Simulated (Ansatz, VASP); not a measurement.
**One calculation of GaSb, two programs**

```xyz
2
Lattice="0.0000 3.0763 2.9952 2.9952 0.0000 2.9952 2.9952 3.0763 0.0000" Properties=species:S:1:pos:R:3 pbc="T T T"
Ga    0.0000    0.0000    0.0000
Sb    4.4928    4.6145    4.4928
```

Alike in both runs: task single point; functional PBE; k mesh 14 × 14 × 14; occupations gaussian, width 0.15 eV; no spin polarisation.

|  | VASP | Ansatz |
| --- | --- | --- |
| version | VASP 6.6.1 | Ansatz 0.2.0 |
| potentials or method | VASP PAW PBE potentials, release 64 (Ga_d, Sb), cutoff 520 eV | scalar-relativistic, plane waves, PAW |
| valence electrons in the cell | 18 | 28 |

|  | VASP | Ansatz | Ansatz less VASP |
| --- | --- | --- | --- |
| gap on the k mesh at the Fermi level (eV) | 0.24 | 0.24 | +0.002 |
| least direct gap on the mesh (eV) | 0.24 | 0.24 | +0.002 |
| pressure (GPa) | 4.6 | 4.5 | -0.08 |
| traceless stress, the component that is largest in VASP (GPa) | -0.81 | -0.81 | -0.002 |

With one functional, cell and mesh, what is left measures potentials, basis and numerics. VASP's potentials hold 18 valence electrons a cell and Ansatz's 28, so a difference there can come from the potentials and not from the codes.

Neither program's run includes spin-orbit coupling.
